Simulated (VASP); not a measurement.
LiF: relaxation of cell and atoms with PBE

The system is LiF.

```xyz
2
Lattice="0.0000 1.9928 1.9928 1.9928 0.0000 1.9928 1.9928 1.9928 0.0000" Properties=species:S:1:pos:R:3 pbc="T T T"
Li    0.0000    0.0000    0.0000
F     1.9928    1.9928    1.9928
```

```
Program                : VASP 6.6.1
Task                   : relaxation of cell and atoms
Functional             : PBE
Potentials or basis    : VASP PAW PBE potentials, release 64 (Li_sv, F)
Cutoff                 : 750 eV
k mesh                 : 8 × 8 × 8
Occupations            : fermi-dirac, width 0.1 eV
Spin                   : no spin polarisation
Dipole correction      : no
Further INCAR settings : ALGO = Normal; EDIFF = 1e-07; IBRION = 2; EDIFFG = -0.01; NSW = 60; ISIF = 3
```

```json
{"Relaxed volume": "8.32 Å³/atom", "Relaxed cell": "a = 2.866 Å, b = 2.866 Å, c = 2.866 Å, α = 60.00°, β = 60.00°, γ = 60.00°", "Space group after relaxing (to 0.1 Å)": "Fm-3m (No. 225)", "Energy gained by relaxing": "4.8 meV/atom", "Ionic steps": "3", "Pressure after relaxing": "-0.1 GPa", "Band gap on the k mesh": "8.92 eV"}
```

Step by step:
| step | energy change (eV) | largest force (eV/Å) | pressure (GPa) | volume (Å³) |
| --- | --- | --- | --- | --- |
| 1 | 0.0000 | 0.0000 | 3.95 | 15.83 |
| 2 | -0.0078 | 0.0000 | 1.62 | 16.28 |
| 3 | -0.0096 | 0.0000 | -0.05 | 16.65 |

Final structure:
```xyz
2
Lattice="0.0000 2.0266 2.0266 2.0266 0.0000 2.0266 2.0266 2.0266 0.0000" Properties=species:S:1:pos:R:3 pbc="T T T"
Li    0.0000    0.0000    0.0000
F     2.0266    2.0266    2.0266
```

Levels at points of the mesh, in eV from the valence-band top:
| k point | band 3 | band 4 | band 5 | band 6 | band 7 | band 8 |
| --- | --- | --- | --- | --- | --- | --- |
| (0.00, 0.00, 0.00) | 0.00 | 0.00 | 0.00 | 8.92 | 23.73 | 23.73 |
| (0.50, 0.00, 0.00) | -2.46 | -0.22 | -0.22 | 10.68 | 16.51 | 18.75 |
| (0.50, 0.50, 0.00) | -2.92 | -0.97 | -0.97 | 14.64 | 16.39 | 17.21 |

Run time: 16 s on 1 thread of AMD EPYC 7R13 Processor (Zen 3) (shared host), peak memory 0.12 GiB.

A k mesh can miss the band edges. Zero-point motion and thermal expansion aren't in these numbers.
